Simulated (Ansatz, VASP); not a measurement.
# Two plane-wave programs on Ta

```
Ta
1.0
    -1.62767    1.62767    1.62767
     1.62767   -1.62767    1.62767
     1.62767    1.62767   -1.62767
Ta
1
Direct
  0.00000 0.00000 0.00000
```

Alike in both runs: task single point; functional LDA; k mesh 14 × 14 × 14; no spin polarisation.

```csv
,VASP,Ansatz
version,VASP 6.6.1,Ansatz 0.2.0
potentials or method,"VASP PAW LDA potentials, release 64 (Ta_pv), cutoff 520 eV","plane waves (420 eV) with PAW, scalar-relativistic"
occupations,"methfessel-paxton of order 1, width 0.2 eV","cold, width 0.2 eV"
valence electrons in the cell,11,13
```

VASP gave:

| Quantity | Value |
| --- | --- |
| pressure (GPa) | 0.9 |

Task: What did Ansatz give for the same quantities?

Result: Pressure (GPa): -0.1.

Ansatz warns that its potentials were made for another functional, while VASP's fit it. LDA's correlation is that of Perdew and Zunger in VASP and of Perdew and Wang (1992) in Ansatz. VASP's potentials hold 11 valence electrons a cell and Ansatz's 13, so a difference there can come from the potentials and not from the codes.

Spin-orbit coupling is off throughout.
